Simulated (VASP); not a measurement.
Set up this calculation in VASP 6.6.1, as the native input.

```yaml
Task: single point
Functional: PBE
Potentials_or_basis: VASP PAW PBE potentials, release 64 (Mg, O)
Cutoff: 520 eV
k_mesh: 9 × 9 × 4
Occupations: gaussian, width 0.05 eV
Spin: no spin polarisation
Dipole_correction: no
Further_INCAR_settings: ALGO = Normal; EDIFF = 1e-06; NBANDS = 26
```

The structure of MgO lies in POSCAR:

```
MgO
1.0
    3.1281039531      0.0000000000      0.0000000000
   -1.5640519766      2.7090174891      0.0000000000
    0.0000000000      0.0000000000     12.0263084582
Mg O
4 4
Direct
    0.3333333333      0.6666666667      0.9694906392
    0.0000000000      0.0000000000      0.2208211786
    0.0000000000      0.0000000000      0.7208211786
    0.6666666667      0.3333333333      0.4694906392
    0.3333333333      0.6666666667      0.7800420079
    0.0000000000      0.0000000000      0.5296443544
    0.0000000000      0.0000000000      0.0296443544
    0.6666666667      0.3333333333      0.2800420079
```

This cell differs from its parent crystal: volume 12.739 Å^3 an atom, c/a of the conventional cell 3.8446.

The input as run:

INCAR

```
SYSTEM = MgO
ALGO     = Normal         ! electronic algorithm
EDIFF    = 1E-6           ! SCF threshold, eV
ENCUT    = 520            ! plane-wave cutoff, eV
GGA      = PE             ! functional
ISIF     = 2              ! what is computed and relaxed
ISMEAR   = 0              ! smearing method
LASPH    = .TRUE.         ! aspherical terms in the spheres
LCHARG   = .TRUE.         ! write CHGCAR
LELF     = .TRUE.         ! ELF
LREAL    = .FALSE.        ! projectors in reciprocal space
LVHAR    = .TRUE.       
LWAVE    = .FALSE.        ! write WAVECAR
NBANDS   = 26             ! bands
NELM     = 60             ! most SCF steps
PREC     = Accurate       ! precision mode
SIGMA    = 0.05           ! smearing width, eV
```

KPOINTS

```
k-points
0
G
  9 9 4
  0 0 0
```

Potentials or basis: VASP PAW PBE potentials, release 64 (Mg, O).

Launch:

```bash
$ cat potpaw_PBE.64/Mg/POTCAR potpaw_PBE.64/O/POTCAR > POTCAR
$ mpirun -np 1 vasp_std > vasp.out
```

It gave:

- Pressure: 0.1 GPa
- Largest force: 0.522 eV/Å
- Band gap on the k mesh: 2.83 eV, direct

Run time: 70 s on 1 thread of Intel(R) Xeon(R) Platinum 8259CL CPU @ 2.50GHz (Skylake/Cascade Lake), on a shared host, peak memory 0.25 GiB.
